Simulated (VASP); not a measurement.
Here is a VASP 6.6.1 calculation.

The input INCAR:

```
ALGO = Normal
EDIFF = 1E-8
ENCUT = 520
GGA = PS
IBRION = 8
ISIF = 2
ISMEAR = -1
LASPH = T
LCHARG = F
LREAL = F
LWAVE = F
NELM = 60
NSW = 1
PREC = Accurate
SIGMA = 0.1
```

KPOINTS

```
k-points
0
Gamma
  12 12 12
```

The input POSCAR:

```
ScZn
1.0
    3.3343950951      0.0000000000      0.0000000000
    0.0000000000      3.3343950951      0.0000000000
    0.0000000000      0.0000000000      3.3343950951
Sc Zn
1 1
Direct
    0.0000000000      0.0000000000      0.0000000000
    0.5000000000      0.5000000000      0.5000000000
```

Potentials or basis: VASP PAW PBE potentials, release 64 (Sc_sv, Zn).

Command:

```console
$ cat potpaw_PBE.64/Sc_sv/POTCAR potpaw_PBE.64/Zn/POTCAR > POTCAR
$ mpirun -np 1 vasp_std > vasp.out
```

(1) Estimate the highest phonon frequency at Γ.

## Answers

(1) 192 cm⁻¹.

Caveat: the cell stands under pressure or tension, which shifts response properties.
